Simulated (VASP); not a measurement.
# TiPbS3 (Pm-3m) in VASP: further runs

Runs on TiPbS3. Level: HSE06. Tasks: single point.

All numbers are computed with VASP 6.6.1; they aren't measurements. Logs are shortened: lines on timing, memory, paths and dates and some standing lists are left out, and cuts for length are marked.

## (1) The cell of the first run

It takes space group Pm-3m (No. 221, cubic). Conventional cell: a = 4.758 Å, b = 4.758 Å, c = 4.758 Å, α = 90.00°, β = 90.00°, γ = 90.00°. Within 4.4 Å of Pb (site symmetry m-3m) lie 12 S at 3.36 Å and 8 Ti at 4.12 Å. Within 3.1 Å of Ti (site symmetry m-3m) lie 6 S at 2.38 Å. S (site symmetry 4/mmm) has 2 Ti at 2.38 Å within 3.1 Å.

## (2) Single point, HSE06

The input, POSCAR:

```
TiPbS3
1.0
    4.7576229679      0.0000000000      0.0000000000
    0.0000000000      4.7576229679      0.0000000000
    0.0000000000      0.0000000000      4.7576229679
Pb Ti S
1 1 3
Direct
    0.0000000000      0.0000000000      0.0000000000
    0.5000000000      0.5000000000      0.5000000000
    0.5000000000      0.5000000000      0.0000000000
    0.5000000000      0.0000000000      0.5000000000
    0.0000000000      0.5000000000      0.5000000000
```

The input, INCAR.step1:

```
PREC = Accurate
ENCUT = 520
EDIFF = 1E-5
ISMEAR = -1
SIGMA = 0.02
LREAL = F
LASPH = T
NELM = 80
ALGO = Normal
ISIF = 2
LWAVE = T
LCHARG = F
NBANDS = 30
GGA = PE
KPAR = 2
```

The input, INCAR.step2:

```
PREC = Accurate
ENCUT = 520
EDIFF = 1E-6
ISMEAR = -1
SIGMA = 0.02
LREAL = F
LASPH = T
NELM = 80
ALGO = Normal
ISIF = 2
LWAVE = F
LCHARG = F
GGA = PE
LHFCALC = T
HFSCREEN = 0.2079
PRECFOCK = Fast
NBANDS = 30
ISTART = 1
KPAR = 2
```

The input, KPOINTS:

```
regular mesh
0
Gamma
  4 4 4
```

Potentials or basis: VASP PAW PBE potentials, release 64 (Pb_d, Ti_sv, S).

The run is started by

```console
$ cat potpaw_PBE.64/Pb_d/POTCAR potpaw_PBE.64/Ti_sv/POTCAR potpaw_PBE.64/S/POTCAR > POTCAR
$ cp INCAR.step1 INCAR
$ mpirun -np 2 vasp_std > vasp.out
$ cp INCAR.step2 INCAR
$ mpirun -np 2 vasp_std > vasp.out
```

OUTCAR:

```text
PREC = Accurate
   ENCUT = 520
   EDIFF = 1E-6
   ISMEAR = -1
   LREAL = F
   LASPH = T
   NELM = 80
   ISIF = 2
   GGA = PE
   LHFCALC = T
   HFSCREEN = 0.2079
   PRECFOCK = Fast
   ISTART = 1

 ion  position               nearest neighbor table
   1  0.000  0.000  0.000-   3 3.36   4 3.36   5 3.36   4 3.36   5 3.36   3 3.36   5 3.36   5 3.36
                             3 3.36   4 3.36   4 3.36   3 3.36
   2  0.500  0.500  0.500-   3 2.38   4 2.38   5 2.38   3 2.38   4 2.38   5 2.38
   3  0.500  0.500  0.000-   2 2.38   2 2.38   1 3.36   1 3.36   1 3.36   1 3.36
   4  0.500  0.000  0.500-   2 2.38   2 2.38   1 3.36   1 3.36   1 3.36   1 3.36
   5  0.000  0.500  0.500-   2 2.38   2 2.38   1 3.36   1 3.36   1 3.36   1 3.36

  LATTYP: Found a simple cubic cell.
 ALAT       =     4.7576229679

  Lattice vectors:

 A1 = (   4.7576229679,   0.0000000000,   0.0000000000)
 A2 = (   0.0000000000,   4.7576229679,   0.0000000000)
 A3 = (   0.0000000000,   0.0000000000,   4.7576229679)

Analysis of symmetry for initial positions (statically):
=====================================================================
 Subroutine PRICEL returns:
 Original cell was already a primitive cell.

 Routine SETGRP: Setting up the symmetry group for a
 simple cubic supercell.

 Subroutine GETGRP returns: Found 48 space group operations
 (whereof 48 operations were pure point group operations)
 out of a pool of 48 trial point group operations.

The static configuration has the point symmetry O_h .

Analysis of symmetry for dynamics (positions and initial velocities):
=====================================================================
 Subroutine PRICEL returns:
 Original cell was already a primitive cell.

 Routine SETGRP: Setting up the symmetry group for a
 simple cubic supercell.

 Subroutine GETGRP returns: Found 48 space group operations
 (whereof 48 operations were pure point group operations)
 out of a pool of 48 trial point group operations.

The dynamic configuration has the point symmetry O_h .

 Subroutine INISYM returns: Found 48 space group operations
 (whereof 48 operations are pure point group operations),
 and found     1 'primitive' translations

----------------------------------------------------------------------------------------

                                     Primitive cell

  volume of cell :     107.6887

  direct lattice vectors                    reciprocal lattice vectors
     4.757622968  0.000000000  0.000000000     0.210188997  0.000000000  0.000000000
     0.000000000  4.757622968  0.000000000     0.000000000  0.210188997  0.000000000
     0.000000000  0.000000000  4.757622968     0.000000000  0.000000000  0.210188997

  length of vectors
     4.757622968  4.757622968  4.757622968     0.210188997  0.210188997  0.210188997

  position of ions in fractional coordinates (direct lattice)
     0.000000000  0.000000000  0.000000000
     0.500000000  0.500000000  0.500000000
     0.500000000  0.500000000  0.000000000
     0.500000000  0.000000000  0.500000000
     0.000000000  0.500000000  0.500000000

  ion indices of the primitive-cell ions
   primitive index   ion index
                 1           1
                 2           2
                 3           3
                 4           4
                 5           5

----------------------------------------------------------------------------------------

 KPOINTS: regular mesh

Automatic generation of k-mesh.
 Grid dimensions read from file:
 generate k-points for:    4    4    4

 Generating k-lattice:

  Cartesian coordinates                     Fractional coordinates (reciprocal lattice)
     0.052547249  0.000000000  0.000000000     0.250000000  0.000000000  0.000000000
     0.000000000  0.052547249  0.000000000     0.000000000  0.250000000  0.000000000
     0.000000000  0.000000000  0.052547249     0.000000000  0.000000000  0.250000000

  Length of vectors
     0.052547249  0.052547249  0.052547249

  Shift w.r.t. Gamma in fractional coordinates (k-lattice)
     0.000000000  0.000000000  0.000000000

 Subroutine IBZKPT returns following result:
 ===========================================

 Found     10 irreducible k-points:

 Following reciprocal coordinates:
            Coordinates               Weight
  0.000000  0.000000  0.000000      1.000000
  0.250000  0.000000  0.000000      6.000000
  0.500000  0.000000  0.000000      3.000000
  0.250000  0.250000  0.000000     12.000000
  0.500000  0.250000  0.000000     12.000000
  0.500000  0.500000  0.000000      3.000000
  0.250000  0.250000  0.250000      8.000000
  0.500000  0.250000  0.250000     12.000000
  0.500000  0.500000  0.250000      6.000000
  0.500000  0.500000  0.500000      1.000000
   k-points           NKPTS =     10   k-points in BZ     NKDIM =     64   number of bands    NBANDS=     30
   number of dos      NEDOS =    301   number of ions     NIONS =      5
   total plane-waves  NPLWV =  46656
   dimension x,y,z NGX =    36 NGY =   36 NGZ =   36
   dimension x,y,z NGXF=    72 NGYF=   72 NGZF=   72
   ions per type =               1   1   3
   NGX,Y,Z   is equivalent  to a cutoff of  12.58, 12.58, 12.58 a.u.
   NGXF,Y,Z  is equivalent  to a cutoff of  25.16, 25.16, 25.16 a.u.
 SYSTEM =  unknown system
   PREC   = accura    normal or accurate (medium, high low for compatibility)
   ISTART =      1    job   : 0-new  1-cont  2-samecut
   ICHARG =      0    charge: 1-file 2-atom 10-const
   ISPIN  =      1    spin polarized calculation?
   LNONCOLLINEAR =      F non collinear calculations
   LSORBIT =      F    spin-orbit coupling
   LASPH  =      T    aspherical Exc in radial PAW
   ENCUT  =  520.0 eV  38.22 Ry    6.18 a.u.   8.85  8.85  8.85*2*pi/ulx,y,z
   NELM   =     80;   NELMIN=  2; NELMDL=  0     # of ELM steps
   EDIFF  = 0.1E-05   stopping-criterion for ELM
   LREAL  =      F    real-space projection
   EDIFFG = 0.1E-04   stopping-criterion for IOM
   NSW    =      0    number of steps for IOM
   IBRION =     -1    ionic relax: 0-MD 1-quasi-New 2-CG
   NFREE  =      0    steps in history (QN), initial steepest desc. (CG)
   ISIF   =      2    stress and relaxation
   ISYM   =      3    0-nonsym 1-usesym 2-fastsym
   POTIM  = 0.5000    time-step for ionic-motion
   TEBEG  =    0.0;   TEEND  =   0.0 temperature during run
   PSTRESS=    0.0 pullay stress
   NELECT =      44.0000    total number of electrons
   NUPDOWN=      -1.0000    fix difference up-down
   EMIN   =  10.00;   EMAX   =-10.00  energy-range for DOS
   EFERMI =   0.00;   METHOD = LEGACY
   ISMEAR =    -1;   SIGMA  =   0.02  broadening in eV -4-tet -1-fermi 0-gaus
   EFERMI_NEDOS =   21; number of points for ismear=-14 and -15
   IALGO  =     38    algorithm
   IMIX   =      1    mixing-type and parameters
     AMIX     =   0.40;   BMIX     =  1.00
     AMIX_MAG =   1.60;   BMIX_MAG =  1.00
  volume/ion in A,a.u.               =      21.54       145.34
  Fermi-wavevector in a.u.,A,eV,Ry     =   1.214793  2.295626 20.078425  1.475723
  Thomas-Fermi vector in A             =   2.350201
   LORBIT       =      0    0 simple, 1 ext, 2 COOP (PROOUT), +10 PAW based schemes
   GGA     = PE    functional components
   LHFCALC =     T    Hartree Fock is set to
   PRECFOCK=fast      Normal, Fast or Accurate (Low or Medium for compatibility)
   ENCUT4O =  -1.0   cutoff for four orbital integrals eV
   NKREDX  =     1    reduce k-point grid by
   NKREDY  =     1    reduce k-point grid by
   NKREDZ  =     1    reduce k-point grid by
   AEXX    =    0.2500 exact exchange contribution
   HFSCREEN=    0.2079 screening length (either q_TF or 0.3 A-1)
   HFSCREENC=   0.2079 screening length for correlation (either q_TF or 0.3 A-1)
   ENCUTFOCK=  -1.0 apply spherical cutoff to Coloumb kernel
   IVDW    =     0    specifies the selected vdW correction
   LEPSILON=     F    determine dielectric tensor
   LRPA    =     F    only Hartree local field effects (RPA)
 non-spin polarized calculation
  energy-cutoff  :      520.00
  volume of cell :      107.69
 maximum number of plane-waves:      2945
 NGX is ok and might be reduce to    36
  NGX = 20; NGY = 20; NGZ = 20

 number of electron      44.0000005 magnetization

 Free energy of the ion-electron system (eV)
  ---------------------------------------------------
  ext. energy  EPLUGINS =         0.00000000
  ---------------------------------------------------
  free energy    TOTEN  =       -33.32901610 eV

  energy without entropy =      -33.32877648  energy(sigma->0) =      -33.32889629

 E-fermi :   5.7615     XC(G=0):  -8.3499

 val. band max:        5.6421708007   @ k =   0.5000   0.5000   0.5000
 cond. band min:       5.8660263632   @ k =   0.0000   0.0000   0.0000
 fundamental gap:      0.2238555625
 Fermi energy:         5.7615394634

 k-point     1 :       0.0000    0.0000    0.0000
  band No.  band energies     occupation
      1     -57.4204      2.00000
      2     -31.9975      2.00000
      3     -31.9975      2.00000
      4     -31.9975      2.00000
      5     -13.6549      2.00000
      6     -13.6549      2.00000
[... 22 lines left out ...]
     29      10.4864      0.00000
     30      10.4864      0.00000

 k-point     2 :       0.2500    0.0000    0.0000
  band No.  band energies     occupation
      1     -57.4204      2.00000
      2     -31.9987      2.00000
      3     -31.9971      2.00000
      4     -31.9971      2.00000
      5     -13.6529      2.00000
      6     -13.6484      2.00000
[... 22 lines left out ...]
     29       9.6558      0.00000
     30       9.6558      0.00000

 k-point     3 :       0.5000    0.0000    0.0000
  band No.  band energies     occupation
      1     -57.4205      2.00000
      2     -32.0000      2.00000
      3     -31.9967      2.00000
      4     -31.9967      2.00000
      5     -13.6509      2.00000
      6     -13.6443      2.00000
[... 220 lines left out ...]
     29      10.3990      0.00000
     30      12.0437      0.00000

 k-point    10 :       0.5000    0.5000    0.5000
  band No.  band energies     occupation
      1     -57.4206      2.00000
      2     -31.9986      2.00000
      3     -31.9986      2.00000
      4     -31.9986      2.00000
      5     -13.6566      2.00000
      6     -13.6566      2.00000
[... 22 lines left out ...]
     29      12.0670      0.00000
     30      12.0670      0.00000

------------------------ aborting loop because EDIFF is reached ----------------------------------------

  FORCE on cell =-STRESS in cart. coord.  units (eV):
  Direction    XX          YY          ZZ          XY          YZ          ZX
  --------------------------------------------------------------------------------------
  -------------------------------------------------------------------------------------
  Total       -0.6464637     -0.6464637     -0.6464637     -0.0000000     -0.0000000     -0.0000000
  in kB       -9.6179975     -9.6179975     -9.6179975     -0.0000000     -0.0000000     -0.0000000
  external PRESSURE =      -9.6179975 kB  Pullay stress =       0.0000000 kB

 VOLUME and BASIS-vectors are now :
 -----------------------------------------------------------------------------
  energy-cutoff  :      520.00
  volume of cell :      107.69
      direct lattice vectors                 reciprocal lattice vectors
     4.757622968  0.000000000  0.000000000     0.210188997  0.000000000  0.000000000
     0.000000000  4.757622968  0.000000000     0.000000000  0.210188997  0.000000000
     0.000000000  0.000000000  4.757622968     0.000000000  0.000000000  0.210188997

 POSITION                                       TOTAL-FORCE (eV/Angst)
 -----------------------------------------------------------------------------------
      0.00000      0.00000      0.00000         0.000000      0.000000      0.000000
      2.37881      2.37881      2.37881         0.000000      0.000000      0.000000
      2.37881      2.37881      0.00000         0.000000      0.000000      0.000000
      2.37881      0.00000      2.37881         0.000000      0.000000      0.000000
      0.00000      2.37881      2.37881         0.000000      0.000000      0.000000
 -----------------------------------------------------------------------------------
    total drift:                                0.000020     -0.000019      0.000007

  FREE ENERGIE OF THE ION-ELECTRON SYSTEM (eV)
  ---------------------------------------------------
  free  energy   TOTEN  =       -33.3290160983 eV

  energy  without entropy=      -33.3287764781  energy(sigma->0) =      -33.32889629
```

It took 30 min on 2 MPI ranks of AMD EPYC 7R43 (Zen 3), shared host; peak memory 0.31 GiB.

Results:

| Item | Value |
| --- | --- |
| Free energy | -33.3290 eV |
| Pressure | -1.0 GPa |
| Band gap on the k mesh | 0.22 eV (least direct gap 1.21 eV) |

Caveat: the PAW data sets were made with another functional, which shifts forces and pressure a little; spin-orbit coupling is left out, which moves the levels of the heavy elements. A k mesh can miss the band edges.

## (3) Single point, HSE06 (strain -4.0%)

POSCAR, as its differences from that of step 2:

```diff
@@ -2,5 +2,5 @@
 1.0
-    4.7576229679      0.0000000000      0.0000000000
-    0.0000000000      4.7576229679      0.0000000000
-    0.0000000000      0.0000000000      4.7576229679
+    4.5673180491      0.0000000000      0.0000000000
+    0.0000000000      4.5673180491      0.0000000000
+    0.0000000000      0.0000000000      4.5673180491
 Pb Ti S
```

The input, INCAR.step1:

```
PREC = Accurate
ENCUT = 520
EDIFF = 1E-5
ISMEAR = -1
SIGMA = 0.02
LREAL = False
LASPH = True
NELM = 80
ALGO = Normal
ISIF = 2
LWAVE = True
GGA = PE
NBANDS = 30
KPAR = 4
```

The input, INCAR.step2:

```
PREC = Accurate
ENCUT = 520
EDIFF = 1E-7
ISMEAR = -1
SIGMA = 0.02
LREAL = False
LASPH = True
NELM = 80
ALGO = Normal
ISIF = 2
LWAVE = False
LCHARG = True
GGA = PE
LHFCALC = True
HFSCREEN = 0.2079
PRECFOCK = Fast
LVHAR = True
ISTART = 1
NBANDS = 30
KPAR = 4
```

The input, KPOINTS:

```
Automatic mesh
0
Gamma
  4 4 4
```

Potentials or basis: VASP PAW PBE potentials, release 64 (Pb_d, Ti_sv, S).

The run is started by

```console
$ cat potpaw_PBE.64/Pb_d/POTCAR potpaw_PBE.64/Ti_sv/POTCAR potpaw_PBE.64/S/POTCAR > POTCAR
$ cp INCAR.step1 INCAR
$ mpirun -np 4 vasp_std > vasp.out
$ cp INCAR.step2 INCAR
$ mpirun -np 4 vasp_std > vasp.out
```

It took 22 min on 4 MPI ranks of Intel Xeon Platinum 8375C at 2.90GHz (Ice Lake), shared host; peak memory 0.33 GiB.

The run converged. Its results:

```yaml
Free_energy: -32.9426 eV
Pressure: 12.0 GPa
Band_gap_on_the_k_mesh: zero (filled and empty bands touch)
```

Levels at points of the mesh, in eV from the Fermi level:
| k point | band 20 | band 21 | band 22 | band 23 | band 24 | band 25 |
| --- | --- | --- | --- | --- | --- | --- |
| (0.00, 0.00, 0.00) | -1.10 | -1.10 | -1.10 | -0.01 | -0.01 | -0.01 |
| (0.50, 0.00, 0.00) | -1.42 | -1.06 | -1.06 | 0.06 | 1.18 | 1.92 |
| (0.50, 0.50, 0.00) | -3.84 | -3.57 | -0.02 | 1.37 | 2.71 | 2.71 |
| (0.50, 0.50, 0.50) | -0.02 | -0.02 | -0.02 | 2.20 | 2.20 | 2.20 |

Caveat: the cell differs from its parent crystal (strain -4.0%); the cell stands under pressure; the PAW data sets were made with another functional, which shifts forces and pressure a little; spin-orbit coupling is left out, which moves the levels of the heavy elements.

The gap in the log of VASP goes by the Fermi energy; the results here count the filled bands.